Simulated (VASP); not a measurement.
Runs of VASP 6.6.1 on SeO. The structure is that of space group Pm-3m (No. 221), or close to it. The cells are those of the table. 

```csv
task,spin,cell,k mesh,cutoff (eV),gap on the mesh (eV),pressure (GPa),relaxed volume (Å³/atom)
single point,"collinear, ferromagnetic start","a = 2.876, b = 2.876, c = 3.006 Å, 2 atoms",6 × 6 × 4,520,none,-0.2,-
single point,off,"a = 2.926 Å, 2 atoms",18 × 18 × 18,520,none,-0.1,-
single point,off,"a = 2.921, b = 2.921, c = 2.919 Å, 2 atoms",6 × 6 × 6,520,none,-0.1,-
relaxation of cell and atoms,off,"relaxed from a = 2.920 Å, 2 atoms",18 × 18 × 18,600,none,0.0,(a)
relaxation of cell and atoms,off,"relaxed from a = 2.876, b = 2.876, c = 3.006 Å, 2 atoms",6 × 6 × 6,600,none,-0.2,12.46
```

Alike in all rows: level PBE; potentials or basis VASP PAW PBE potentials, release 64 (Se, O); smearing gaussian 0.1 eV.

Fill in the values left out.

(a) 12.50.

Caveats: some runs use coarse meshes.

A k mesh can miss the band edges, and the runs leave out spin-orbit coupling on Se.

A gap of «none» marks levels without a gap at the run's occupations.
